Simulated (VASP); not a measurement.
# BaFe2 (Fm-3m) in VASP: single point with PBE

Aim: the single point of BaFe2 with PBE.

Everything below comes from runs of VASP 6.6.1. Logs are shortened: lines on timing, memory, paths and dates and some standing lists are left out, and cuts for length are marked.

**1. The cell of the first run**

It takes space group Fm-3m (No. 225, cubic). Conventional cell: a = 6.063 Å, b = 6.063 Å, c = 6.063 Å, α = 90.00°, β = 90.00°, γ = 90.00°. Ba (site symmetry m-3m) has 8 Fe at 2.63 Å within 3.5 Å. Fe (site symmetry -43m) has 4 Ba at 2.63 Å and 6 Fe at 3.03 Å within 3.5 Å.

**2. Single point, PBE, collinear spin, ferromagnetic start**

The input, INCAR:

```
PREC = Accurate
ENCUT = 520
EDIFF = 1E-6
ISMEAR = 0
SIGMA = 0.1
LREAL = F
LASPH = T
NELM = 150
ALGO = Normal
ISIF = 2
LWAVE = F
LCHARG = F
ISPIN = 2
MAGMOM = 0 4 4
LORBIT = 11
LMAXMIX = 4
GGA = PE
NBANDS = 24
```

The input, KPOINTS:

```
Automatic mesh
0
Gamma
  6 6 6
```

The input, POSCAR:

```
BaFe2
1.0
    0.0000000000      3.0315450500      3.0315450500
    3.0315450500      0.0000000000      3.0315450500
    3.0315450500      3.0315450500      0.0000000000
Ba Fe
1 2
Direct
    0.0000000000      0.0000000000      0.0000000000
    0.2500000000      0.2500000000      0.2500000000
    0.7500000000      0.7500000000      0.7500000000
```

Potentials or basis: VASP PAW PBE potentials, release 64 (Ba_sv, Fe).

Launch:

```bash
cat potpaw_PBE.64/Ba_sv/POTCAR potpaw_PBE.64/Fe/POTCAR > POTCAR
mpirun -np 1 vasp_std > vasp.out
```

OUTCAR:

```text
PREC = Accurate
   ENCUT = 520
   EDIFF = 1E-6
   ISMEAR = 0
   LREAL = F
   LASPH = T
   NELM = 150
   ISIF = 2
   ISPIN = 2
   LORBIT = 11
   GGA = PE

 ion  position               nearest neighbor table
   1  0.000  0.000  0.000-   3 2.63   3 2.63   3 2.63   2 2.63   3 2.63   2 2.63   2 2.63   2 2.63

   2  0.250  0.250  0.250-   1 2.63   1 2.63   1 2.63   1 2.63   3 3.03   3 3.03   3 3.03   3 3.03
                             3 3.03   3 3.03
   3  0.750  0.750  0.750-   1 2.63   1 2.63   1 2.63   1 2.63   2 3.03   2 3.03   2 3.03   2 3.03
                             2 3.03   2 3.03

  LATTYP: Found a face centered cubic cell.
 ALAT       =     6.0630901000

  Lattice vectors:

 A1 = (   0.0000000000,   3.0315450500,   3.0315450500)
 A2 = (   3.0315450500,   0.0000000000,   3.0315450500)
 A3 = (   3.0315450500,   3.0315450500,   0.0000000000)

Analysis of symmetry for initial positions (statically):
=====================================================================
 Subroutine PRICEL returns:
 Original cell was already a primitive cell.

 Routine SETGRP: Setting up the symmetry group for a
 face centered cubic supercell.

 Subroutine GETGRP returns: Found 48 space group operations
 (whereof 48 operations were pure point group operations)
 out of a pool of 48 trial point group operations.

The static configuration has the point symmetry O_h .

Analysis of symmetry for dynamics (positions and initial velocities):
=====================================================================
 Subroutine PRICEL returns:
 Original cell was already a primitive cell.

 Routine SETGRP: Setting up the symmetry group for a
 face centered cubic supercell.

 Subroutine GETGRP returns: Found 48 space group operations
 (whereof 48 operations were pure point group operations)
 out of a pool of 48 trial point group operations.

The dynamic configuration has the point symmetry O_h .

Analysis of structural, dynamic, and magnetic symmetry:
=====================================================================
 Subroutine PRICEL returns:
 Original cell was already a primitive cell.

 Routine SETGRP: Setting up the symmetry group for a
 face centered cubic supercell.

 Subroutine GETGRP returns: Found 48 space group operations
 (whereof 48 operations were pure point group operations)
 out of a pool of 48 trial point group operations.

The overall configuration has the point symmetry O_h .

 Subroutine INISYM returns: Found 48 space group operations
 (whereof 48 operations are pure point group operations),
 and found     1 'primitive' translations

----------------------------------------------------------------------------------------

                                     Primitive cell

  volume of cell :      55.7214

  direct lattice vectors                    reciprocal lattice vectors
     0.000000000  3.031545050  3.031545050    -0.164932400  0.164932400  0.164932400
     3.031545050  0.000000000  3.031545050     0.164932400 -0.164932400  0.164932400
     3.031545050  3.031545050  0.000000000     0.164932400  0.164932400 -0.164932400

  length of vectors
     4.287252125  4.287252125  4.287252125     0.285671296  0.285671296  0.285671296

  position of ions in fractional coordinates (direct lattice)
     0.000000000  0.000000000  0.000000000
     0.250000000  0.250000000  0.250000000
     0.750000000  0.750000000  0.750000000

  ion indices of the primitive-cell ions
   primitive index   ion index
                 1           1
                 2           2
                 3           3

----------------------------------------------------------------------------------------

 KPOINTS: Automatic mesh

Automatic generation of k-mesh.
 Grid dimensions read from file:
 generate k-points for:    6    6    6

 Generating k-lattice:

  Cartesian coordinates                     Fractional coordinates (reciprocal lattice)
    -0.027488733  0.027488733  0.027488733     0.166666667  0.000000000  0.000000000
     0.027488733 -0.027488733  0.027488733     0.000000000  0.166666667  0.000000000
     0.027488733  0.027488733 -0.027488733     0.000000000  0.000000000  0.166666667

  Length of vectors
     0.047611883  0.047611883  0.047611883

  Shift w.r.t. Gamma in fractional coordinates (k-lattice)
     0.000000000  0.000000000  0.000000000

 Subroutine IBZKPT returns following result:
 ===========================================

 Found     16 irreducible k-points:

 Following reciprocal coordinates:
            Coordinates               Weight
  0.000000  0.000000  0.000000      1.000000
  0.166667  0.000000  0.000000      8.000000
  0.333333  0.000000  0.000000      8.000000
  0.500000  0.000000  0.000000      4.000000
  0.166667  0.166667  0.000000      6.000000
  0.333333  0.166667  0.000000     24.000000
[... 8 lines left out ...]
 -0.333333  0.333333  0.166667     24.000000
 -0.333333  0.500000  0.166667     12.000000
   k-points           NKPTS =     16   k-points in BZ     NKDIM =     16   number of bands    NBANDS=     24
   number of dos      NEDOS =    301   number of ions     NIONS =      3
   total plane-waves  NPLWV =  32768
   dimension x,y,z NGX =    32 NGY =   32 NGZ =   32
   dimension x,y,z NGXF=    64 NGYF=   64 NGZF=   64
   ions per type =               1   2
   NGX,Y,Z   is equivalent  to a cutoff of  12.41, 12.41, 12.41 a.u.
   NGXF,Y,Z  is equivalent  to a cutoff of  24.82, 24.82, 24.82 a.u.
 SYSTEM =  unknown system
   PREC   = accura    normal or accurate (medium, high low for compatibility)
   ISTART =      0    job   : 0-new  1-cont  2-samecut
   ICHARG =      2    charge: 1-file 2-atom 10-const
   ISPIN  =      2    spin polarized calculation?
   LNONCOLLINEAR =      F non collinear calculations
   LSORBIT =      F    spin-orbit coupling
   LASPH  =      T    aspherical Exc in radial PAW
   ENCUT  =  520.0 eV  38.22 Ry    6.18 a.u.   7.97  7.97  7.97*2*pi/ulx,y,z
   NELM   =    150;   NELMIN=  2; NELMDL= -5     # of ELM steps
   EDIFF  = 0.1E-05   stopping-criterion for ELM
   LREAL  =      F    real-space projection
   EDIFFG = 0.1E-04   stopping-criterion for IOM
   NSW    =      0    number of steps for IOM
   IBRION =     -1    ionic relax: 0-MD 1-quasi-New 2-CG
   NFREE  =      0    steps in history (QN), initial steepest desc. (CG)
   ISIF   =      2    stress and relaxation
   ISYM   =      2    0-nonsym 1-usesym 2-fastsym
   POTIM  = 0.5000    time-step for ionic-motion
   TEBEG  =    0.0;   TEEND  =   0.0 temperature during run
   PSTRESS=    0.0 pullay stress
   NELECT =      26.0000    total number of electrons
   NUPDOWN=      -1.0000    fix difference up-down
   EMIN   =  10.00;   EMAX   =-10.00  energy-range for DOS
   EFERMI =   0.00;   METHOD = LEGACY
   ISMEAR =     0;   SIGMA  =   0.10  broadening in eV -4-tet -1-fermi 0-gaus
   EFERMI_NEDOS =   21; number of points for ismear=-14 and -15
   IALGO  =     38    algorithm
   IMIX   =      4    mixing-type and parameters
     AMIX     =   0.40;   BMIX     =  1.00
     AMIX_MAG =   1.60;   BMIX_MAG =  1.00
  volume/ion in A,a.u.               =      18.57       125.34
  Fermi-wavevector in a.u.,A,eV,Ry     =   1.269771  2.399518 21.936908  1.612317
  Thomas-Fermi vector in A             =   2.402794
   LORBIT       =     11    0 simple, 1 ext, 2 COOP (PROOUT), +10 PAW based schemes
   GGA     = PE    functional components
   LHFCALC =     F    Hartree Fock is set to
   AEXX    =    0.0000 exact exchange contribution
   IVDW    =     0    specifies the selected vdW correction
   LEPSILON=     F    determine dielectric tensor
   LRPA    =     F    only Hartree local field effects (RPA)
 spin polarized calculation
 Gauss-broadening in eV      SIGMA  =   0.10
  energy-cutoff  :      520.00
  volume of cell :       55.72
 maximum number of plane-waves:      1524
   NGX = 15   NGY = 15   NGZ = 15

 number of electron      26.0000008 magnetization       3.7780658

 Free energy of the ion-electron system (eV)
  ---------------------------------------------------
  ext. energy  EPLUGINS =         0.00000000
  ---------------------------------------------------
  free energy    TOTEN  =       -12.14022785 eV

  energy without entropy =      -12.11560961  energy(sigma->0) =      -12.12791873

 E-fermi :   4.4839     XC(G=0): -11.0986

 val. band max:        4.4767810816   @ k =  -0.3333   0.3333   0.1667
 cond. band min:       4.4988843538   @ k =   0.5000   0.0000   0.0000
 fundamental gap:      0.0221032722
 Fermi energy:         4.4838831710

 spin component 1

 k-point     1 :       0.0000    0.0000    0.0000
  band No.  band energies     occupation
      1     -22.8947      1.00000
      2      -8.3568      1.00000
      3      -8.3568      1.00000
      4      -8.3568      1.00000
      5       0.2136      1.00000
      6       1.0459      1.00000
[... 16 lines left out ...]
     23      12.7812      0.00000
     24      12.7812      0.00000
[... 381 lines left out ...]
      1     -22.7577      1.00000
      2      -9.0035      1.00000
      3      -8.6734      1.00000
      4      -8.5056      1.00000
      5       1.0279      1.00000
      6       1.0304      1.00000
[... 16 lines left out ...]
     23      13.9554      0.00000
     24      16.0767      0.00000
 Fermi energy:         4.4838831710

 spin component 2

 k-point     1 :       0.0000    0.0000    0.0000
  band No.  band energies     occupation
      1     -22.9479      1.00000
      2      -8.4514      1.00000
      3      -8.4514      1.00000
      4      -8.4514      1.00000
      5       0.3114      1.00000
      6       2.2996      1.00000
[... 16 lines left out ...]
     23      12.9815      0.00000
     24      12.9815      0.00000
[... 382 lines left out ...]
      2      -9.1127      1.00000
      3      -8.7896      1.00000
      4      -8.6267      1.00000
      5       1.7388      1.00000
      6       1.9348      1.00000
[... 16 lines left out ...]
     23      13.8613      0.00000
     24      16.0279      0.00000

------------------------ aborting loop because EDIFF is reached ----------------------------------------

  FORCE on cell =-STRESS in cart. coord.  units (eV):
  Direction    XX          YY          ZZ          XY          YZ          ZX
  --------------------------------------------------------------------------------------
  -------------------------------------------------------------------------------------
  Total        4.6160937      4.6160937      4.6160937      0.0000000     -0.0000000      0.0000000
  in kB      132.7281753    132.7281753    132.7281753      0.0000000     -0.0000000      0.0000000
  external PRESSURE =     132.7281753 kB  Pullay stress =       0.0000000 kB

 VOLUME and BASIS-vectors are now :
 -----------------------------------------------------------------------------
  energy-cutoff  :      520.00
  volume of cell :       55.72
      direct lattice vectors                 reciprocal lattice vectors
     0.000000000  3.031545050  3.031545050    -0.164932400  0.164932400  0.164932400
     3.031545050  0.000000000  3.031545050     0.164932400 -0.164932400  0.164932400
     3.031545050  3.031545050  0.000000000     0.164932400  0.164932400 -0.164932400

 POSITION                                       TOTAL-FORCE (eV/Angst)
 -----------------------------------------------------------------------------------
      0.00000      0.00000      0.00000        -0.000000     -0.000000     -0.000000
      1.51577      1.51577      1.51577        -0.000000      0.000000     -0.000000
      4.54732      4.54732      4.54732         0.000000     -0.000000      0.000000
 -----------------------------------------------------------------------------------
    total drift:                               -0.000000     -0.000000      0.000000

  FREE ENERGIE OF THE ION-ELECTRON SYSTEM (eV)
  ---------------------------------------------------
  free  energy   TOTEN  =       -12.1402278487 eV

  energy  without entropy=      -12.1156096055  energy(sigma->0) =      -12.12791873

 total charge

# of ion       s       p       d       tot
------------------------------------------
    1        2.120   5.332   1.353   8.805
    2        0.412   0.265   6.472   7.149
    3        0.412   0.265   6.472   7.149
--------------------------------------------------
tot          2.944   5.863  14.297  23.103

 magnetization (x)

# of ion       s       p       d       tot
------------------------------------------
    1        0.021   0.041  -0.291  -0.229
    2       -0.009  -0.020   2.070   2.040
    3       -0.009  -0.020   2.070   2.040
--------------------------------------------------
tot          0.003   0.000   3.849   3.852
```

It took 26 s on 1 thread of Intel Xeon Platinum 8488C (Sapphire Rapids), shared host; peak memory 0.22 GiB.

What came out:

```yaml
Free_energy: -12.1402 eV
Pressure: 13.3 GPa
Net_moment: 3.78 μB per cell
Site_moments: Ba -0.23; Fe +2.04 μB
Valence_electrons_inside_the_program's_atomic_spheres: Ba 8.80; Fe 7.15
```

Caveat: spin-orbit coupling is left out, which moves the levels of the heavy elements.
